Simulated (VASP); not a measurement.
# InP (I-4m2) in VASP: a series of runs

InP is run at these levels: PBEsol; tasks: single point.

Program: VASP 6.6.1. These are calculated values, not measurements. Logs are shortened: lines on timing, memory, paths and dates and some standing lists are left out, and cuts for length are marked.

## 1. The cell of the first run

It takes space group I-4m2 (No. 119, tetragonal). The conventional cell has a = 4.074 Å, b = 4.074 Å, c = 5.949 Å, α = 90.00°, β = 90.00°, γ = 90.00°. In (site symmetry -4m2) has 4 P at 2.52 Å within 3.3 Å. P (site symmetry -4m2) has 4 In at 2.52 Å within 3.3 Å.

## 2. Single point, PBEsol (in-plane strain -0.02)

INCAR reads:

```
ALGO = Normal ; EDIFF = 1E-6
ENCUT = 520 ; GGA = PS
ISIF = 2 ; ISMEAR = 0
LASPH = True ; LCHARG = False
LREAL = False ; LWAVE = False
NBANDS = 16 ; NELM = 60
PREC = Accurate ; SIGMA = 0.01
```

KPOINTS reads:

```
k-points
0
Gamma
  8 8 8
```

POSCAR reads:

```
InP
1.0
    2.8804965159      2.8804965159      0.0000000000
   -2.8804965159      2.8804965159      0.0000000000
    0.0000000000      2.8804965159      2.9745535450
In P
1 1
Direct
    0.0000000000      0.0000000000      0.0000000000
    0.7500000000      0.2500000000      0.5000000000
```

Potentials or basis: VASP PAW PBE potentials, release 64 (In_d, P).

The run is started by

```
> cat potpaw_PBE.64/In_d/POTCAR potpaw_PBE.64/P/POTCAR > POTCAR
> mpirun -np 1 vasp_std > vasp.out
```

OUTCAR:

```text
EDIFF = 1E-6
   ENCUT = 520
   GGA = PS
   ISIF = 2
   ISMEAR = 0
   LASPH = True
   LREAL = False
   NELM = 60
   PREC = Accurate

 ion  position               nearest neighbor table
   1  0.000  0.000  0.000-   2 2.52   2 2.52   2 2.52   2 2.52
   2  0.750  0.250  0.500-   1 2.52   1 2.52   1 2.52   1 2.52

  LATTYP: Found a body centered tetragonal cell.
 ALAT       =     4.0736372392
 C/A-ratio  =     1.4603919644

  Lattice vectors:

 A1 = (   2.8804965159,   0.0000000000,  -2.9745535450)
 A2 = (  -2.8804965159,   0.0000000000,  -2.9745535450)
 A3 = (   0.0000000000,   2.8804965159,   2.9745535450)

Analysis of symmetry for initial positions (statically):
=====================================================================
 Subroutine PRICEL returns:
 Original cell was already a primitive cell.

 Routine SETGRP: Setting up the symmetry group for a
 body centered tetragonal supercell.

 Subroutine GETGRP returns: Found  8 space group operations
 (whereof  8 operations were pure point group operations)
 out of a pool of 16 trial point group operations.

The static configuration has the point symmetry D_2d.

Analysis of symmetry for dynamics (positions and initial velocities):
=====================================================================
 Subroutine PRICEL returns:
 Original cell was already a primitive cell.

 Routine SETGRP: Setting up the symmetry group for a
 body centered tetragonal supercell.

 Subroutine GETGRP returns: Found  8 space group operations
 (whereof  8 operations were pure point group operations)
 out of a pool of 16 trial point group operations.

The dynamic configuration has the point symmetry D_2d.

 Subroutine INISYM returns: Found  8 space group operations
 (whereof  8 operations are pure point group operations),
 and found     1 'primitive' translations

----------------------------------------------------------------------------------------

                                     Primitive cell

  volume of cell :      49.3613

  direct lattice vectors                    reciprocal lattice vectors
     2.880496516  2.880496516  0.000000000     0.173581185  0.173581185 -0.168092452
    -2.880496516  2.880496516  0.000000000    -0.173581185  0.173581185 -0.168092452
     0.000000000  2.880496516  2.974553545     0.000000000  0.000000000  0.336184905

  length of vectors
     4.073637239  4.073637239  4.140679772     0.297516266  0.297516266  0.336184905

  position of ions in fractional coordinates (direct lattice)
     0.000000000  0.000000000  0.000000000
     0.750000000  0.250000000  0.500000000

  ion indices of the primitive-cell ions
   primitive index   ion index
                 1           1
                 2           2

----------------------------------------------------------------------------------------

 KPOINTS: k-points

Automatic generation of k-mesh.
 Grid dimensions read from file:
 generate k-points for:    8    8    8

 Generating k-lattice:

  Cartesian coordinates                     Fractional coordinates (reciprocal lattice)
     0.021697648  0.021697648 -0.021011557     0.125000000  0.000000000  0.000000000
    -0.021697648  0.021697648 -0.021011557     0.000000000  0.125000000  0.000000000
     0.000000000  0.000000000  0.042023113     0.000000000  0.000000000  0.125000000

  Length of vectors
     0.037189533  0.037189533  0.042023113

  Shift w.r.t. Gamma in fractional coordinates (k-lattice)
     0.000000000  0.000000000  0.000000000

 Subroutine IBZKPT returns following result:
 ===========================================

 Found     59 irreducible k-points:

 Following reciprocal coordinates:
            Coordinates               Weight
  0.000000  0.000000  0.000000      1.000000
  0.125000  0.000000  0.000000      8.000000
  0.250000  0.000000  0.000000      8.000000
  0.375000  0.000000 -0.000000      8.000000
  0.500000  0.000000  0.000000      4.000000
  0.125000  0.125000  0.000000      8.000000
[... 16 lines left out ...]
  0.250000  0.000000  0.125000      4.000000
  0.375000  0.000000  0.125000      8.000000
 [... further k-points ...]
   k-points           NKPTS =     59   k-points in BZ     NKDIM =     59   number of bands    NBANDS=     16
   number of dos      NEDOS =    301   number of ions     NIONS =      2
   total plane-waves  NPLWV =  28800
   dimension x,y,z NGX =    30 NGY =   30 NGZ =   32
   dimension x,y,z NGXF=    60 NGYF=   60 NGZF=   64
   ions per type =               1   1
   NGX,Y,Z   is equivalent  to a cutoff of  12.24, 12.24, 12.85 a.u.
   NGXF,Y,Z  is equivalent  to a cutoff of  24.49, 24.49, 25.70 a.u.
 SYSTEM =  unknown system
   PREC   = accura    normal or accurate (medium, high low for compatibility)
   ISTART =      0    job   : 0-new  1-cont  2-samecut
   ICHARG =      2    charge: 1-file 2-atom 10-const
   ISPIN  =      1    spin polarized calculation?
   LNONCOLLINEAR =      F non collinear calculations
   LSORBIT =      F    spin-orbit coupling
   LASPH  =      T    aspherical Exc in radial PAW
   ENCUT  =  520.0 eV  38.22 Ry    6.18 a.u.   7.57  7.57  7.70*2*pi/ulx,y,z
   NELM   =     60;   NELMIN=  2; NELMDL= -5     # of ELM steps
   EDIFF  = 0.1E-05   stopping-criterion for ELM
   LREAL  =      F    real-space projection
[... 7 lines left out ...]
   TEBEG  =    0.0;   TEEND  =   0.0 temperature during run
   PSTRESS=    0.0 pullay stress
   NELECT =      18.0000    total number of electrons
   NUPDOWN=      -1.0000    fix difference up-down
   EMIN   =  10.00;   EMAX   =-10.00  energy-range for DOS
   EFERMI =   0.00;   METHOD = LEGACY
   ISMEAR =     0;   SIGMA  =   0.01  broadening in eV -4-tet -1-fermi 0-gaus
   EFERMI_NEDOS =   21; number of points for ismear=-14 and -15
   IALGO  =     38    algorithm
   IMIX   =      4    mixing-type and parameters
     AMIX     =   0.40;   BMIX     =  1.00
     AMIX_MAG =   1.60;   BMIX_MAG =  1.00
  volume/ion in A,a.u.               =      24.68       166.55
  Fermi-wavevector in a.u.,A,eV,Ry     =   1.169599  2.210221 18.612237  1.367961
  Thomas-Fermi vector in A             =   2.306069
   LORBIT       =      0    0 simple, 1 ext, 2 COOP (PROOUT), +10 PAW based schemes
   GGA     = PS    functional components
   LHFCALC =     F    Hartree Fock is set to
   AEXX    =    0.0000 exact exchange contribution
   IVDW    =     0    specifies the selected vdW correction
   LEPSILON=     F    determine dielectric tensor
   LRPA    =     F    only Hartree local field effects (RPA)
 non-spin polarized calculation
 Gauss-broadening in eV      SIGMA  =   0.01
  energy-cutoff  :      520.00
  volume of cell :       49.36
 maximum number of plane-waves:      1347
   NGX = 15   NGY = 15   NGZ = 15

 number of electron      18.0000008 magnetization

 Free energy of the ion-electron system (eV)
  ---------------------------------------------------
  ext. energy  EPLUGINS =         0.00000000
  ---------------------------------------------------
  free energy    TOTEN  =        -9.14126652 eV

  energy without entropy =       -9.14126652  energy(sigma->0) =       -9.14126652

 E-fermi :   5.4032     XC(G=0):  -9.5663

 val. band max:        5.3620223508   @ k =   0.0000   0.0000   0.0000
 cond. band min:       6.0220994882   @ k =   0.0000   0.0000   0.0000
 fundamental gap:      0.6600771374
 Fermi energy:         5.4032376525

 k-point     1 :       0.0000    0.0000    0.0000
  band No.  band energies     occupation
      1      -8.8939      2.00000
      2      -8.8795      2.00000
      3      -8.8795      2.00000
      4      -8.7211      2.00000
      5      -8.7197      2.00000
      6      -6.3740      2.00000
[... 8 lines left out ...]
     15      14.5042      0.00000
     16      15.0269      0.00000

 k-point     2 :       0.1250    0.0000    0.0000
  band No.  band energies     occupation
      1      -8.9068      2.00000
      2      -8.8796      2.00000
      3      -8.8716      2.00000
      4      -8.7216      2.00000
      5      -8.7189      2.00000
      6      -6.1881      2.00000
[... 8 lines left out ...]
     15      14.2734      0.00000
     16      14.5788      0.00000

 k-point     3 :       0.2500    0.0000    0.0000
  band No.  band energies     occupation
      1      -8.9538      2.00000
      2      -8.8634      2.00000
      3      -8.8546      2.00000
      4      -8.7207      2.00000
      5      -8.7143      2.00000
      6      -5.6677      2.00000
[... 8 lines left out ...]
     15      13.9252      0.00000
     16      14.3579      0.00000

 k-point     4 :       0.3750    0.0000   -0.0000
  band No.  band energies     occupation
      1      -8.9983      2.00000
      2      -8.8507      2.00000
      3      -8.8418      2.00000
      4      -8.7153      2.00000
      5      -8.7048      2.00000
      6      -4.9652      2.00000
[... 8 lines left out ...]
     15      14.7690      0.00000
     16      14.8974      0.00000

 k-point     5 :       0.5000    0.0000    0.0000
  band No.  band energies     occupation
      1      -9.0159      2.00000
      2      -8.8469      2.00000
      3      -8.8379      2.00000
      4      -8.7116      2.00000
      5      -8.6993      2.00000
      6      -4.5576      2.00000
[... 8 lines left out ...]
     15      15.8658      0.00000
     16      16.0586      0.00000

 k-point     6 :       0.1250    0.1250    0.0000
  band No.  band energies     occupation
      1      -8.9383      2.00000
      2      -8.8688      2.00000
      3      -8.8562      2.00000
      4      -8.7244      2.00000
      5      -8.7154      2.00000
      6      -5.8946      2.00000
[... 8 lines left out ...]
     15      14.1489      0.00000
     16      15.6193      0.00000

 k-point     7 :       0.2500    0.1250   -0.0000
  band No.  band energies     occupation
      1      -8.9801      2.00000
      2      -8.8509      2.00000
      3      -8.8425      2.00000
      4      -8.7230      2.00000
      5      -8.7112      2.00000
      6      -5.3043      2.00000
[... 8 lines left out ...]
     15      14.9171      0.00000
     16      15.6907      0.00000

 k-point     8 :       0.3750    0.1250    0.0000
  band No.  band energies     occupation
      1      -9.0123      2.00000
      2      -8.8397      2.00000
      3      -8.8340      2.00000
      4      -8.7170      2.00000
      5      -8.7062      2.00000
      6      -4.6377      2.00000
[... 8 lines left out ...]
     15      14.9193      0.00000
     16      16.2210      0.00000

 k-point     9 :       0.5000    0.1250    0.0000
  band No.  band energies     occupation
      1      -9.0194      2.00000
      2      -8.8382      2.00000
      3      -8.8309      2.00000
      4      -8.7217      2.00000
      5      -8.6992      2.00000
      6      -4.4845      2.00000
[... 8 lines left out ...]
     15      15.8871      0.00000
     16      16.0873      0.00000
[... 172 lines left out ...]
 k-point    19 :       0.5000    0.3750    0.0000
  band No.  band energies     occupation
      1      -9.0712      2.00000
      2      -8.7896      2.00000
      3      -8.7794      2.00000
      4      -8.7686      2.00000
      5      -8.6844      2.00000
      6      -3.9863      2.00000
[... 8 lines left out ...]
     15      16.1471      0.00000
     16      17.3894      0.00000

 k-point    20 :      -0.3750    0.3750    0.0000
  band No.  band energies     occupation
      1      -9.0608      2.00000
      2      -8.7919      2.00000
      3      -8.7859      2.00000
      4      -8.7717      2.00000
      5      -8.6849      2.00000
      6      -4.4482      2.00000
[... 8 lines left out ...]
     15      15.7160      0.00000
     16      18.4999      0.00000

 k-point    21 :       0.5000    0.5000    0.0000
  band No.  band energies     occupation
      1      -9.0859      2.00000
      2      -8.7817      2.00000
      3      -8.7751      2.00000
      4      -8.7673      2.00000
      5      -8.6789      2.00000
      6      -3.8318      2.00000
[... 8 lines left out ...]
     15      15.9818      0.00000
     16      17.0939      0.00000

 k-point    22 :       0.0000    0.0000    0.1250
  band No.  band energies     occupation
      1      -8.9284      2.00000
      2      -8.8641      2.00000
      3      -8.8641      2.00000
      4      -8.7250      2.00000
      5      -8.7161      2.00000
      6      -6.1364      2.00000
[... 8 lines left out ...]
     15      14.9134      0.00000
     16      15.1541      0.00000

 k-point    23 :       0.2500    0.0000    0.1250
  band No.  band energies     occupation
      1      -8.9351      2.00000
      2      -8.8667      2.00000
      3      -8.8625      2.00000
      4      -8.7273      2.00000
      5      -8.7131      2.00000
      6      -5.8819      2.00000
[... 8 lines left out ...]
     15      14.2297      0.00000
     16      15.4527      0.00000

 k-point    24 :       0.3750    0.0000    0.1250
  band No.  band energies     occupation
      1      -8.9799      2.00000
      2      -8.8505      2.00000
      3      -8.8444      2.00000
      4      -8.7274      2.00000
      5      -8.7071      2.00000
      6      -5.2849      2.00000
[... 8 lines left out ...]
     15      14.8896      0.00000
     16      15.5543      0.00000

 [... further k-points ...]
[... 5 lines left out ...]
  --------------------------------------------------------------------------------------
  -------------------------------------------------------------------------------------
  Total        0.7505103      0.7505103      0.3159209      0.0000000      0.0000000      0.0000000
  in kB       24.3601949     24.3601949     10.2542172      0.0000000      0.0000000      0.0000000
  external PRESSURE =      19.6582023 kB  Pullay stress =       0.0000000 kB

 VOLUME and BASIS-vectors are now :
 -----------------------------------------------------------------------------
  energy-cutoff  :      520.00
  volume of cell :       49.36
      direct lattice vectors                 reciprocal lattice vectors
     2.880496516  2.880496516  0.000000000     0.173581185  0.173581185 -0.168092452
    -2.880496516  2.880496516  0.000000000    -0.173581185  0.173581185 -0.168092452
     0.000000000  2.880496516  2.974553545     0.000000000  0.000000000  0.336184905

 POSITION                                       TOTAL-FORCE (eV/Angst)
 -----------------------------------------------------------------------------------
      0.00000      0.00000      0.00000         0.000000      0.000000      0.000000
      1.44025      4.32074      1.48728        -0.000000     -0.000000      0.000000
 -----------------------------------------------------------------------------------
    total drift:                               -0.000005      0.000000     -0.000000

  FREE ENERGIE OF THE ION-ELECTRON SYSTEM (eV)
  ---------------------------------------------------
  free  energy   TOTEN  =        -9.1412665216 eV

  energy  without entropy=       -9.1412665216  energy(sigma->0) =       -9.14126652
```

It took 59 s on 1 thread of Intel Xeon 8259CL, shared host; peak memory 0.2 GiB.

Results:

```yaml
Free_energy: -9.1413 eV
Pressure: 2.0 GPa
Band_gap_on_the_k_mesh: 0.66 eV, direct
```

Stress tensor (GPa, compression positive):
```
2.44 0.00 0.00
0.00 2.44 0.00
0.00 0.00 1.03
```

Levels at points of the mesh, in eV from the valence-band top:
```csv
k point,band 5,band 6,band 7,band 8,band 9,band 10,band 11,band 12,band 13,band 14
"(0.00, 0.00, 0.00)",-14.08,-11.74,-0.16,0.00,0.00,0.66,3.95,3.95,4.00,8.38
"(0.50, 0.00, 0.00)",-14.06,-9.92,-5.96,-1.18,-0.96,1.38,4.59,4.80,6.94,9.33
"(0.50, 0.50, 0.00)",-14.04,-9.19,-5.89,-2.54,-2.52,1.49,2.01,9.26,9.45,9.63
"(0.00, 0.00, 0.50)",-14.05,-9.31,-6.09,-2.35,-2.35,1.67,2.30,8.95,9.62,9.62
```

Caveat: the cell differs from its parent crystal (in-plane strain -0.02); the PAW data sets were made with another functional, which shifts forces and pressure a little; spin-orbit coupling is left out, which moves the levels of the heavy elements.

## 3. Single point, PBEsol (in-plane strain -0.01)

INCAR reads:

```
SYSTEM = InP
ALGO = Normal
EDIFF = 1E-6
ENCUT = 520
GGA = PS
ISIF = 2
ISMEAR = 0
LASPH = .True.
LCHARG = .False.
LREAL = .False.
LWAVE = .False.
NBANDS = 16
NELM = 80
PREC = Accurate
SIGMA = 0.01
```

KPOINTS reads:

```
k-points
0
Gamma
  8 8 8
  0 0 0
```

POSCAR reads:

```
InP
1.0
    2.9098893375      2.9098893375      0.0000000000
   -2.9098893375      2.9098893375      0.0000000000
    0.0000000000      2.9098893375      2.9569178520
In P
1 1
Direct
    0.0000000000      0.0000000000      0.0000000000
    0.7500000000      0.2500000000      0.5000000000
```

Potentials or basis: VASP PAW PBE potentials, release 64 (In_d, P).

The run is started by

```
> cat potpaw_PBE.64/In_d/POTCAR potpaw_PBE.64/P/POTCAR > POTCAR
> mpirun -np 1 vasp_std > vasp.out
```

Run time: 54 s. Hardware: 1 thread of Intel Xeon 8259CL, shared host; peak memory 0.2 GiB.

It converged, with:

```yaml
Free_energy: -9.1514 eV
Pressure: 0.9 GPa
Band_gap_on_the_k_mesh: 0.61 eV, direct
```

Stress tensor (GPa, compression positive):
```
1.16 0.00 0.00
0.00 1.16 0.00
0.00 0.00 0.48
```

Levels at points of the mesh, in eV from the valence-band top:
```csv
k point,band 7,band 8,band 9,band 10,band 11,band 12
"(0.00, 0.00, 0.00)",-0.08,0.00,0.00,0.62,3.98,3.98
"(0.50, 0.00, 0.00)",-5.85,-1.07,-0.96,1.38,4.66,4.77
"(0.50, 0.50, 0.00)",-5.83,-2.43,-2.42,1.57,2.09,9.15
"(0.00, 0.00, 0.50)",-5.93,-2.33,-2.33,1.66,2.23,9.00
```

Caveat: the cell differs from its parent crystal (in-plane strain -0.01); the PAW data sets were made with another functional, which shifts forces and pressure a little; spin-orbit coupling is left out, which moves the levels of the heavy elements.
